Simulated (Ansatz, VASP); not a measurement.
Two plane-wave programs on Hf3SnS8

```
Hf Sn S
1.0
     3.62021    0.00000    0.00000
    -1.81010    3.13519    0.00000
     0.00000    0.00000   24.30437
Hf Sn S
3 1 8
Direct
  0.33333 0.66667 0.31251
  0.33333 0.66667 0.81251
  0.66667 0.33333 0.06251
  0.66667 0.33333 0.56251
  0.66667 0.33333 0.37170
  0.66667 0.33333 0.87170
  0.33333 0.66667 0.12170
  0.33333 0.66667 0.62170
  0.00000 0.00000 0.00329
  0.00000 0.00000 0.50329
  0.00000 0.00000 0.25329
  0.00000 0.00000 0.75329
```

Alike in both runs: task relaxation of cell and atoms; functional PBE; k mesh 6 × 6 × 1; occupations gaussian, width 0.1 eV; no spin polarisation.

|  | VASP | Ansatz |
| --- | --- | --- |
| version | VASP 6.6.1 | Ansatz 0.2.0 |
| potentials or method | VASP PAW PBE potentials, release 64 (Hf_pv, Sn_d, S), cutoff 600 eV | scalar-relativistic, plane waves, PAW |
| valence electrons in the cell | 92 | 140 |

```csv
,VASP,Ansatz,Ansatz less VASP
"gap on the k mesh at the Fermi level, each at its own relaxed structure (eV)",1.23,1.20,-0.035
relaxed volume (Å³/atom),26.42,25.97,-0.449
relaxed length of the cell vector where the two differ most in proportion (Å),27.298,26.756,-0.5421
```

VASP's potentials hold 92 valence electrons a cell and Ansatz's 140, so a difference there can come from the potentials and not from the codes.

Neither program's run includes spin-orbit coupling.
